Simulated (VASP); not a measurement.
# VO2 (P4_2/mnm) in VASP: single point with LDA+U

Aim: the single point of VO2 with LDA+U.

Everything below comes from runs of VASP 6.6.1. Logs are shortened: lines on timing, memory, paths and dates and some standing lists are left out, and cuts for length are marked.

## 1. The cell of the first run

Symmetry: P4_2/mnm, No. 136, tetragonal system. Conventional cell: a = 4.598 Å, b = 4.598 Å, c = 2.851 Å, α = 90.00°, β = 90.00°, γ = 90.00°. V (site symmetry mmm) has 6 O at 1.93 to 1.95 Å within 2.6 Å. O (site symmetry m2m) has 3 V at 1.93 to 1.95 Å and 1 O at 2.60 Å within 2.6 Å.

## 2. Single point, LDA+U, collinear spin, ferromagnetic start

INCAR reads:

```
  ALGO = Normal
  EDIFF = 1E-6
  ENCUT = 600
  GGA = CA
  GGA_COMPAT = False
  ISIF = 2
  ISMEAR = -1
  ISPIN = 2
  LASPH = True
  LCHARG = True
  LDAU = True
  LDAUJ = 0 0
  LDAUL = 2 -1
  LDAUPRINT = 1
  LDAUTYPE = 2
  LDAUU = 3.25 0
  LELF = True
  LMAXMIX = 4
  LORBIT = 11
  LREAL = False
  LVHAR = True
  LWAVE = False
  MAGMOM = 2 2 0 0 0 0
  NBANDS = 38
  NELM = 200
  PREC = Accurate
  SIGMA = 0.1
```

KPOINTS reads:

```
k-points
0
Gamma
  5 5 8
```

POSCAR reads:

```
VO2
1.0
    4.5983000000      0.0000000000      0.0000000000
    0.0000000000      4.5983000000      0.0000000000
    0.0000000000      0.0000000000      2.8514000000
V O
2 4
Direct
    0.0000000000      0.0000000000      0.0000000000
    0.5000000000      0.5000000000      0.5000000000
    0.6999000000      0.6999000000      0.0000000000
    0.8001000000      0.1999000000      0.5000000000
    0.3001000000      0.3001000000      0.0000000000
    0.1999000000      0.8001000000      0.5000000000
```

Potentials or basis: VASP PAW LDA potentials, release 64 (V_sv, O).

Launch:

```bash
> cat potpaw_LDA.64/V_sv/POTCAR potpaw_LDA.64/O/POTCAR > POTCAR
> mpirun -np 1 vasp_std > vasp.out
```

OUTCAR:

```text
EDIFF = 1E-6
   ENCUT = 600
   GGA = CA
   ISIF = 2
   ISMEAR = -1
   ISPIN = 2
   LASPH = True
   LORBIT = 11
   LREAL = False
   NELM = 200
   PREC = Accurate

 ion  position               nearest neighbor table
   1  0.000  0.000  0.000-   4 1.93   6 1.93   4 1.93   6 1.93   5 1.95   3 1.95
   2  0.500  0.500  0.500-   3 1.93   5 1.93   3 1.93   5 1.93   4 1.95   6 1.95
   3  0.700  0.700  0.000-   2 1.93   2 1.93   1 1.95
   4  0.800  0.200  0.500-   1 1.93   1 1.93   2 1.95
   5  0.300  0.300  0.000-   2 1.93   2 1.93   1 1.95
   6  0.200  0.800  0.500-   1 1.93   1 1.93   2 1.95

  LATTYP: Found a simple tetragonal cell.
 ALAT       =     4.5983000000
 C/A-ratio  =     0.6200987321

  Lattice vectors:

 A1 = (   4.5983000000,   0.0000000000,   0.0000000000)
 A2 = (   0.0000000000,   4.5983000000,   0.0000000000)
 A3 = (   0.0000000000,   0.0000000000,   2.8514000000)

Analysis of symmetry for initial positions (statically):
=====================================================================
 Subroutine PRICEL returns:
 Original cell was already a primitive cell.

 Routine SETGRP: Setting up the symmetry group for a
 simple tetragonal supercell.

 Subroutine GETGRP returns: Found 16 space group operations
 (whereof  8 operations were pure point group operations)
 out of a pool of 16 trial point group operations.

The static configuration has the point symmetry D_2h.
 The point group associated with its full space group is D_4h.

Analysis of symmetry for dynamics (positions and initial velocities):
=====================================================================
 Subroutine PRICEL returns:
 Original cell was already a primitive cell.

 Routine SETGRP: Setting up the symmetry group for a
 simple tetragonal supercell.

 Subroutine GETGRP returns: Found 16 space group operations
 (whereof  8 operations were pure point group operations)
 out of a pool of 16 trial point group operations.

The dynamic configuration has the point symmetry D_2h.
 The point group associated with its full space group is D_4h.

Analysis of structural, dynamic, and magnetic symmetry:
=====================================================================
 Subroutine PRICEL returns:
 Original cell was already a primitive cell.

 Routine SETGRP: Setting up the symmetry group for a
 simple tetragonal supercell.

 Subroutine GETGRP returns: Found 16 space group operations
 (whereof  8 operations were pure point group operations)
 out of a pool of 16 trial point group operations.

The overall configuration has the point symmetry D_2h.
 The point group associated with its full space group is D_4h.

 Subroutine INISYM returns: Found 16 space group operations
 (whereof  8 operations are pure point group operations),
 and found     1 'primitive' translations

[... 159 lines left out ...]
  0.0000  0.2022  0.0000 -0.0951  0.0000
 -0.0847  0.0000  0.1396  0.0000 -0.0000
  0.0000 -0.0951  0.0000  0.2022  0.0000
  0.0000  0.0000 -0.0000  0.0000  0.1075

 occupancies and eigenvectors

  o =  0.0853  v =  0.0000  0.0000  0.0000  0.0000  0.0000 -0.5402  0.0000 -0.8416  0.0000  0.0000      0.0000  0.0000  0.0000  0.0000  0.0000  0.0000  0.0000  0.0000  0.0000  0.0000
  o =  0.1070  v =  0.0000  0.0000  0.0000  0.0000  0.0000  0.0000 -0.7071  0.0000 -0.7071 -0.0000      0.0000  0.0000  0.0000  0.0000  0.0000  0.0000  0.0000  0.0000  0.0000  0.0000
  o =  0.1075  v =  0.0000  0.0000  0.0000  0.0000  0.0000  0.0000 -0.0000  0.0000  0.0000  1.0000      0.0000  0.0000  0.0000  0.0000  0.0000  0.0000  0.0000  0.0000  0.0000  0.0000
  o =  0.2716  v =  0.0000  0.0000  0.0000  0.0000  0.0000 -0.8416  0.0000  0.5402  0.0000 -0.0000      0.0000  0.0000  0.0000  0.0000  0.0000  0.0000  0.0000  0.0000  0.0000  0.0000
  o =  0.2973  v =  0.0000  0.0000  0.0000  0.0000  0.0000  0.0000 -0.7071  0.0000  0.7071 -0.0000      0.0000  0.0000  0.0000  0.0000  0.0000  0.0000  0.0000  0.0000  0.0000  0.0000
  o =  0.3310  v = -0.6991  0.0000  0.7150  0.0000 -0.0000  0.0000  0.0000  0.0000  0.0000  0.0000      0.0000  0.0000  0.0000  0.0000  0.0000  0.0000  0.0000  0.0000  0.0000  0.0000
  o =  0.3430  v =  0.0000  0.7071  0.0000 -0.7071 -0.0000  0.0000  0.0000  0.0000  0.0000  0.0000      0.0000  0.0000  0.0000  0.0000  0.0000  0.0000  0.0000  0.0000  0.0000  0.0000
  o =  0.3674  v =  0.0000 -0.0000 -0.0000  0.0000 -1.0000  0.0000  0.0000  0.0000  0.0000  0.0000      0.0000  0.0000  0.0000  0.0000  0.0000  0.0000  0.0000  0.0000  0.0000  0.0000
  o =  0.4010  v =  0.0000  0.7071  0.0000  0.7071 -0.0000  0.0000  0.0000  0.0000  0.0000  0.0000      0.0000  0.0000  0.0000  0.0000  0.0000  0.0000  0.0000  0.0000  0.0000  0.0000
  o =  0.5510  v = -0.7150  0.0000 -0.6991  0.0000  0.0000  0.0000  0.0000  0.0000  0.0000  0.0000      0.0000  0.0000  0.0000  0.0000  0.0000  0.0000  0.0000  0.0000  0.0000  0.0000

atom =   2  type =  1  l = 2

 onsite density matrix

spin component  1

  0.4435  0.0000 -0.1099  0.0000 -0.0000
  0.0000  0.3720  0.0000 -0.0290  0.0000
 -0.1099  0.0000  0.4385  0.0000  0.0000
  0.0000 -0.0290  0.0000  0.3720  0.0000
 -0.0000  0.0000  0.0000  0.0000  0.3674

spin component  2

  0.2172  0.0000  0.0847  0.0000 -0.0000
  0.0000  0.2022  0.0000  0.0951  0.0000
  0.0847  0.0000  0.1396  0.0000  0.0000
  0.0000  0.0951  0.0000  0.2022  0.0000
 -0.0000  0.0000  0.0000  0.0000  0.1075

 occupancies and eigenvectors

  o =  0.0853  v =  0.0000  0.0000  0.0000  0.0000  0.0000 -0.5402 -0.0000  0.8416  0.0000 -0.0000      0.0000  0.0000  0.0000  0.0000  0.0000  0.0000  0.0000  0.0000  0.0000  0.0000
  o =  0.1070  v =  0.0000  0.0000  0.0000  0.0000  0.0000  0.0000  0.7071  0.0000 -0.7071 -0.0000      0.0000  0.0000  0.0000  0.0000  0.0000  0.0000  0.0000  0.0000  0.0000  0.0000
  o =  0.1075  v =  0.0000  0.0000  0.0000  0.0000  0.0000 -0.0000  0.0000  0.0000  0.0000  1.0000      0.0000  0.0000  0.0000  0.0000  0.0000  0.0000  0.0000  0.0000  0.0000  0.0000
  o =  0.2716  v =  0.0000  0.0000  0.0000  0.0000  0.0000 -0.8416 -0.0000 -0.5402  0.0000 -0.0000      0.0000  0.0000  0.0000  0.0000  0.0000  0.0000  0.0000  0.0000  0.0000  0.0000
  o =  0.2973  v =  0.0000  0.0000  0.0000  0.0000  0.0000  0.0000  0.7071  0.0000  0.7071 -0.0000      0.0000  0.0000  0.0000  0.0000  0.0000  0.0000  0.0000  0.0000  0.0000  0.0000
  o =  0.3310  v = -0.6991  0.0000 -0.7150  0.0000  0.0000  0.0000  0.0000  0.0000  0.0000  0.0000      0.0000  0.0000  0.0000  0.0000  0.0000  0.0000  0.0000  0.0000  0.0000  0.0000
  o =  0.3430  v =  0.0000 -0.7071  0.0000 -0.7071  0.0000  0.0000  0.0000  0.0000  0.0000  0.0000      0.0000  0.0000  0.0000  0.0000  0.0000  0.0000  0.0000  0.0000  0.0000  0.0000
  o =  0.3674  v = -0.0000 -0.0000 -0.0000  0.0000 -1.0000  0.0000  0.0000  0.0000  0.0000  0.0000      0.0000  0.0000  0.0000  0.0000  0.0000  0.0000  0.0000  0.0000  0.0000  0.0000
  o =  0.4010  v =  0.0000 -0.7071  0.0000  0.7071  0.0000  0.0000  0.0000  0.0000  0.0000  0.0000      0.0000  0.0000  0.0000  0.0000  0.0000  0.0000  0.0000  0.0000  0.0000  0.0000
  o =  0.5510  v = -0.7150  0.0000  0.6991  0.0000  0.0000  0.0000  0.0000  0.0000  0.0000  0.0000      0.0000  0.0000  0.0000  0.0000  0.0000  0.0000  0.0000  0.0000  0.0000  0.0000

 number of electron      50.0000005 magnetization       1.9999873

 Free energy of the ion-electron system (eV)
  ---------------------------------------------------
  ext. energy  EPLUGINS =         0.00000000
  ---------------------------------------------------
  free energy    TOTEN  =       -51.10712951 eV

  energy without entropy =      -50.99779725  energy(sigma->0) =      -51.05246338

 E-fermi :   5.7130     XC(G=0): -12.2416

 val. band max:        5.7062207252   @ k =   0.4000   0.4000   0.0000
 cond. band min:       5.7153614574   @ k =   0.4000   0.2000   0.2500
 fundamental gap:      0.0091407321
 Fermi energy:         5.7130322614

 spin component 1

 k-point     1 :       0.0000    0.0000    0.0000
  band No.  band energies     occupation
      1     -59.9172      1.00000
      2     -59.9087      1.00000
      3     -34.1821      1.00000
      4     -34.1821      1.00000
      5     -34.0618      1.00000
      6     -34.0444      1.00000
[... 1913 lines left out ...]
     36      16.5219      0.00000
     37      18.0665      0.00000

 [... further k-points ...]

 [bands above 37 left out]

------------------------ aborting loop because EDIFF is reached ----------------------------------------

  FORCE on cell =-STRESS in cart. coord.  units (eV):
  Direction    XX          YY          ZZ          XY          YZ          ZX
  --------------------------------------------------------------------------------------
  -------------------------------------------------------------------------------------
  Total       -4.0334178     -4.0334178     -3.2853628      0.0000000      0.0000000      0.0000000
  in kB     -107.1842671   -107.1842671    -87.3054134      0.0000000      0.0000000      0.0000000
  external PRESSURE =    -100.5579825 kB  Pullay stress =       0.0000000 kB

 VOLUME and BASIS-vectors are now :
 -----------------------------------------------------------------------------
  energy-cutoff  :      600.00
  volume of cell :       60.29
      direct lattice vectors                 reciprocal lattice vectors
     4.598300000  0.000000000  0.000000000     0.217471674  0.000000000  0.000000000
     0.000000000  4.598300000  0.000000000     0.000000000  0.217471674  0.000000000
     0.000000000  0.000000000  2.851400000     0.000000000  0.000000000  0.350704917

 POSITION                                       TOTAL-FORCE (eV/Angst)
 -----------------------------------------------------------------------------------
      0.00000      0.00000      0.00000         0.000000     -0.000000     -0.000000
      2.29915      2.29915      1.42570         0.000000     -0.000000     -0.000000
      3.21835      3.21835      0.00000         0.045025      0.045025      0.000000
      3.67910      0.91920      1.42570        -0.045025      0.045025      0.000000
      1.37995      1.37995      0.00000        -0.045025     -0.045025     -0.000000
      0.91920      3.67910      1.42570         0.045025     -0.045025     -0.000000
 -----------------------------------------------------------------------------------
    total drift:                                0.000000     -0.000000     -0.000000

  FREE ENERGIE OF THE ION-ELECTRON SYSTEM (eV)
  ---------------------------------------------------
  free  energy   TOTEN  =       -51.1071295126 eV

  energy  without entropy=      -50.9977972463  energy(sigma->0) =      -51.05246338

 total charge

# of ion       s       p       d       tot
------------------------------------------
    1        2.290   6.340   2.828  11.458
    2        2.290   6.340   2.828  11.458
    3        1.555   3.462   0.000   5.017
    4        1.555   3.462   0.000   5.017
    5        1.555   3.462   0.000   5.017
    6        1.555   3.462   0.000   5.017
--------------------------------------------------
tot         10.800  26.528   5.656  42.984

 magnetization (x)

# of ion       s       p       d       tot
------------------------------------------
    1        0.011   0.010   1.122   1.143
    2        0.011   0.010   1.122   1.143
    3       -0.003  -0.092   0.000  -0.095
    4       -0.003  -0.092   0.000  -0.095
    5       -0.003  -0.092   0.000  -0.095
    6       -0.003  -0.092   0.000  -0.095
--------------------------------------------------
tot          0.010  -0.349   2.243   1.904
```

Run time: 9.7 min. Hardware: 1 thread of Intel Xeon Platinum 8259CL at 2.50GHz (Skylake/Cascade Lake), shared host; peak memory 0.26 GiB.

Results:

| Quantity | Value |
| --- | --- |
| Free energy | -51.1071 eV |
| Pressure | -10.1 GPa |
| Largest force | 0.064 eV/Å |
| Band gap on the k mesh | zero (filled and empty bands overlap) |
| Net moment | 2.00 μB per cell |
| Site moments | V +1.14; O -0.10 μB |
| Valence electrons inside the program's atomic spheres | V 11.46; O 5.02 |

Forces on the atoms (eV/Å):
```
V    0.000  0.000  0.000
V    0.000  0.000  0.000
O    0.045  0.045  0.000
O   -0.045  0.045  0.000
O   -0.045 -0.045  0.000
O    0.045 -0.045  0.000
```

Stress tensor (GPa, compression positive):
```
-10.72   0.00   0.00
  0.00 -10.72   0.00
  0.00   0.00  -8.73
```

Eigenvalues of the final occupation matrices:
```
    site  spin  trace               eigenvalues
site 1 d     1   1.99  0.33 0.34 0.37 0.40 0.55
site 1 d     2   0.87  0.09 0.11 0.11 0.27 0.30
site 2 d     1   1.99  0.33 0.34 0.37 0.40 0.55
site 2 d     2   0.87  0.09 0.11 0.11 0.27 0.30
```

Caveat: the cell stands under tension. The state reached can hang on the start; a lower one may exist.
